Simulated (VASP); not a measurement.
Write the native input for VASP 6.6.1 that does the following.

```yaml
Task: single point
Functional: PBE
Potentials_or_basis: VASP PAW PBE potentials, release 64 (Co_sv)
Cutoff: 690 eV
k_mesh: 10 × 10 × 6
Occupations: fermi-dirac, width 0.05 eV
Spin: collinear spin, zero start
Starting_moments: "[0.0, 0.0] μB"
Fixed_moment: 0 μB
Dipole_correction: no
Further_INCAR_settings: ALGO = Normal; EDIFF = 1e-06; NBANDS = 28
```

The structure of Co lies in POSCAR:

```
Co
1.0
    2.4719999032      0.0000000000      0.0000000000
   -1.2359999516      2.1408147143      0.0000000000
    0.0000000000      0.0000000000      4.0211440800
Co
2
Direct
    0.6666666667      0.3333333333      0.7500000000
    0.3333333333      0.6666666667      0.2500000000
```

One way to write it, as run:

INCAR

```
PREC = Accurate ; ENCUT = 690
EDIFF = 1E-6 ; ISMEAR = -1
SIGMA = 0.05 ; LREAL = False
LASPH = True ; NELM = 200
ALGO = Normal ; ISIF = 2
LWAVE = False ; LCHARG = False
ISPIN = 2 ; MAGMOM = 0 0
LORBIT = 11 ; NUPDOWN = 0.0
LMAXMIX = 4 ; GGA = PE
NBANDS = 28 ; GGA_COMPAT = False
```

KPOINTS

```
Automatic mesh
0
Gamma
  10 10 6
```

Potentials or basis: VASP PAW PBE potentials, release 64 (Co_sv).

The run is started by

```console
$ cat potpaw_PBE.64/Co_sv/POTCAR > POTCAR
$ mpirun -np 1 vasp_std > vasp.out
```

It gave:

The pressure is -8.3 GPa, the net moment is 0.00 μB per cell and the valence electrons inside the program's atomic spheres are Co 15.07.

Caveat: the cell stands under tension; the total moment is fixed, so each spin has its own Fermi level.

Wall time 74 s on 1 thread of Intel(R) Xeon(R) Platinum 8488C (Sapphire Rapids), with other jobs on the host, peak memory 0.21 GiB.
